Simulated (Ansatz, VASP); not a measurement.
One calculation of Hf, two programs

File POSCAR:

```
Hf
1.0
   -1.7723126184      1.7723126184      1.7723126184
    1.7723126184     -1.7723126184      1.7723126184
    1.7723126184      1.7723126184     -1.7723126184
Hf
1
Direct
    0.0000000000      0.0000000000      0.0000000000
```

File INCAR.step1:

```
SYSTEM = Hf
ALGO = Normal
EDIFF = 1E-4
ENCUT = 520
GGA = PE
ISMEAR = 0
LASPH = .TRUE.
LCHARG = .FALSE.
LREAL = .FALSE.
LWAVE = .TRUE.
NBANDS = 11
NELM = 60
PREC = Accurate
SIGMA = 0.1
```

File INCAR.step2:

```
SYSTEM = Hf
ALGO = Normal
EDIFF = 1E-6
ENCUT = 520
ISIF = 2
ISMEAR = 0
ISTART = 1
LASPH = .TRUE.
LCHARG = .TRUE.
LELF = .TRUE.
LMIXTAU = .TRUE.
LREAL = .FALSE.
LVHAR = .TRUE.
LWAVE = .FALSE.
METAGGA = R2SCAN
NBANDS = 11
NELM = 60
PREC = Accurate
SIGMA = 0.1
```

Contents of KPOINTS:

```
k-points
0
G
  16 16 16
  0 0 0
```

Input for Ansatz:

```yaml
crystal:
  lattice:
    - [-1.7723126184, 1.7723126184, 1.7723126184]
    - [1.7723126184, -1.7723126184, 1.7723126184]
    - [1.7723126184, 1.7723126184, -1.7723126184]
  atoms:
    - { symbol: Hf, position: [0.0, 0.0, 0.0] }
basis:
  ecutwfc: 500
kpoints:
  mp_grid: { grid: [16, 16, 16] }
  band_path:
    path:
      - [[0.0, 0.0, 0.0], [0.5, -0.5, 0.5], [0.0, 0.0, 0.5], [0.0, 0.0, 0.0], [0.25, 0.25, 0.25], [0.5, -0.5, 0.5]]
      - [[0.25, 0.25, 0.25], [0.0, 0.0, 0.5]]
    npoints: 14
hamiltonian:
  xc: r2scan
scf:
  occupations: { method: gaussian, width: 0.1 }
  n_extra_bands: 6
output:
  forces: true
  stress: true
  eigenvalues: true
  populations: true
  dos: { projected: true, de: 0.02, nscf_kmesh: { grid: [24, 24, 24] } }
  bader: true
  write_density: true
  write_potential: true
  elf: true
  volumetric_format: npy
```

Alike in both runs: task single point; functional r2SCAN; k mesh 16 × 16 × 16; occupations gaussian, width 0.1 eV; no spin polarisation.

|  | VASP | Ansatz |
| --- | --- | --- |
| version | VASP 6.6.1 | Ansatz 0.2.0 |
| potentials or method | VASP PAW PBE potentials, release 64 (Hf_pv), cutoff 520 eV | scalar-relativistic, plane waves, PAW |
| valence electrons in the cell | 10 | 26 |

```tsv
	VASP	Ansatz	Ansatz less VASP
gap on the k mesh at the Fermi level (eV)	none	none	-
pressure (GPa)	-0.9	-0.6	+0.36
```

VASP's potentials were made for PBE, not for r2SCAN. A gap of «none» marks a metal or a gap that the smearing closes. With one functional, cell and mesh, what is left measures potentials, basis and numerics. VASP's potentials hold 10 valence electrons a cell and Ansatz's 26, so a difference there can come from the potentials and not from the codes.

Spin-orbit coupling is off throughout.
